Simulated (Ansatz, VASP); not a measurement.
AlRu in VASP and in Ansatz

The input INCAR:

```
PREC = Accurate
ENCUT = 600
EDIFF = 1E-6
ISMEAR = 1
SIGMA = 0.1
LREAL = F
LASPH = T
NELM = 100
ALGO = Normal
ISIF = 3
LWAVE = F
LCHARG = F
GGA = PE
IBRION = 2
NSW = 80
EDIFFG = -0.005
```

The input KPOINTS:

```
regular mesh
0
Gamma
  13 13 13
```

The input POSCAR:

```
AlRu
1.0
    2.9824954000      0.0000000000      0.0000000000
    0.0000000000      2.9824954000      0.0000000000
    0.0000000000      0.0000000000      2.9824954000
Al Ru
1 1
Direct
    0.0000000000      0.0000000000      0.0000000000
    0.5000000000      0.5000000000      0.5000000000
```

Input for Ansatz:

```yaml
crystal:
  lattice:
    - [2.9824954, 0.0, 0.0]
    - [0.0, 2.9824954, 0.0]
    - [0.0, 0.0, 2.9824954]
  atoms:
    - { symbol: Al, position: [0.0, 0.0, 0.0] }
    - { symbol: Ru, position: [0.5, 0.5, 0.5] }
basis:
  ecutwfc: 420
  xc_grid: 2
hamiltonian:
  xc: pbe
  pseudopotentials: { kind: paw, azcp: { folder: soft_1 } }
kpoints:
  mp_grid: { grid: [13, 13, 13] }
scf:
  occupations: { method: methfessel_paxton, width: 0.1 }
  max_iter: 120
relax:
  f_tol: 0.005
  max_steps: 60
  cell: {}
output:
  forces: true
  stress: true
checkpoint:
  write: "../cell.run"
  compress: false
  write_wavefunctions: false
  write_every: 100000
```

Alike in both runs: task relaxation of cell and atoms; functional PBE; k mesh 13 × 13 × 13; occupations methfessel-paxton of order 1, width 0.1 eV; no spin polarisation.

|  | VASP | Ansatz |
| --- | --- | --- |
| version | VASP 6.6.1 | Ansatz 0.2.0 |
| potentials or method | VASP PAW PBE potentials, release 64 (Al, Ru_pv), cutoff 600 eV | plane-wave PAW DFT |
| valence electrons in the cell | 17 | 19 |

|  | VASP | Ansatz | Ansatz less VASP |
| --- | --- | --- | --- |
| relaxed volume (Å³/atom) | 13.54 | 13.55 | +0.002 |
| relaxed cell length with the largest relative difference (Å) | 3.003 | 3.003 | +0.0001 |

VASP's potentials hold 17 valence electrons a cell and Ansatz's 19, so a difference there can come from the potentials and not from the codes.
